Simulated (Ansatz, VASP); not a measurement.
**B in VASP and in Ansatz**

File INCAR:

```
SYSTEM = B
  PREC = Accurate
  ENCUT = 600
  EDIFF = 1E-6
  ISMEAR = 0
  SIGMA = 0.1
  LREAL = .False.
  LASPH = .True.
  NELM = 80
  ALGO = Normal
  ISIF = 3
  LWAVE = .False.
  LCHARG = .False.
  GGA = PE
  IBRION = 2
  NSW = 90
  EDIFFG = -0.04
```

KPOINTS

```
regular mesh
0
Gamma
  6 6 6
  0 0 0
```

Contents of POSCAR:

```
B
1.0
    0.0000000000      5.4775051000      1.8100931000
    2.8101221500      0.0000000000      1.8100931000
    2.8101221500      5.4775051000      0.0000000000
B
6
Direct
    0.2431710100      0.2431710100      0.2568289900
    0.9931710100      0.9931710100      0.0068289900
    0.9870180000      0.5116720200      0.2334170000
    0.5116720200      0.9870180000      0.2678929800
    0.9821070200      0.0165830000      0.7383279800
    0.0165830000      0.9821070200      0.2629820000
```

Input for Ansatz:

```yaml
crystal:
  lattice:
    - [0.0, 5.4775051, 1.8100931]
    - [2.81012215, 0.0, 1.8100931]
    - [2.81012215, 5.4775051, 0.0]
  atoms:
    - { symbol: B, position: [0.24317101, 0.24317101, 0.25682899] }
    - { symbol: B, position: [0.99317101, 0.99317101, 0.00682899] }
    - { symbol: B, position: [0.987018, 0.51167202, 0.233417] }
    - { symbol: B, position: [0.51167202, 0.987018, 0.26789298] }
    - { symbol: B, position: [0.98210702, 0.016583, 0.73832798] }
    - { symbol: B, position: [0.016583, 0.98210702, 0.262982] }
basis:
  ecutwfc: 420
kpoints:
  mp_grid: { grid: [6, 6, 6] }
hamiltonian:
  xc: pbe
scf:
  occupations: { method: gaussian, width: 0.1 }
  lower_state_search: "off"
output:
  forces: true
  stress: true
  eigenvalues: true
relax:
  adjacent_minimum: "off"
  f_tol: 0.04
  max_steps: 70
  cell: { stress_tol: 0.4 }
```

Alike in both runs: task relaxation of cell and atoms; functional PBE; k mesh 6 × 6 × 6; occupations gaussian, width 0.1 eV; no spin polarisation.

|  | VASP | Ansatz |
| --- | --- | --- |
| version | VASP 6.6.1 | Ansatz 0.2.0 |
| potentials or method | VASP PAW PBE potentials, release 64 (B), cutoff 600 eV | scalar-relativistic, plane waves, PAW |
| valence electrons in the cell | 18 | 18 |

```tsv
	VASP	Ansatz	Ansatz less VASP
gap on the k mesh at the Fermi level, each at its own relaxed structure (eV)	none	none	-
relaxed volume (Å³/atom)	7.92	7.92	+0.001
relaxed cell length with the largest relative difference (Å)	5.867	5.869	+0.0024
```

A gap of «none» marks a metal or a gap that the smearing closes.
